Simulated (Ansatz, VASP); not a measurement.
One calculation of Sb3Se, two programs

```
CELL_PARAMETERS angstrom
3.61604 0.00000 0.00000
0.00000 3.61604 0.00000
0.00000 0.00000 7.95430
ATOMIC_POSITIONS crystal
Sb 0.50000 0.50000 0.78233
Sb 0.00000 0.00000 0.50000
Sb 0.50000 0.50000 0.21767
Se 0.00000 0.00000 0.00000
```

Change from the starting cell: species swapped into the Dy3Mg type (P4/mmm, No. 123).

Alike in both runs: functional PBE; k mesh 4 × 4 × 2; occupations gaussian, width 0.1 eV; no spin polarisation.

Ansatz relaxed the structure, and its values are those at the end. VASP's run is a single point on that final structure, the one shown.

|  | VASP | Ansatz |
| --- | --- | --- |
| version | VASP 6.6.1 | Ansatz 0.2.0 |
| potentials or method | VASP PAW PBE potentials, release 64 (Sb, Se), cutoff 520 eV | scalar-relativistic, plane waves, PAW |
| valence electrons in the cell | 21 | 61 |

```csv
,VASP,Ansatz,Ansatz less VASP
gap on the k mesh at the Fermi level (eV),none,none,-
pressure (GPa),-0.2,0.0,+0.15
rms of the force components (eV/Å),0.007,0.005,-0.0018
```

A gap of «none» marks a metal or a gap that the smearing closes. With one functional, cell and mesh, what is left measures potentials, basis and numerics. VASP's potentials hold 21 valence electrons a cell and Ansatz's 61, so a difference there can come from the potentials and not from the codes.

The k mesh is coarse, so the values compare programs but aren't converged. Neither program's run includes spin-orbit coupling.
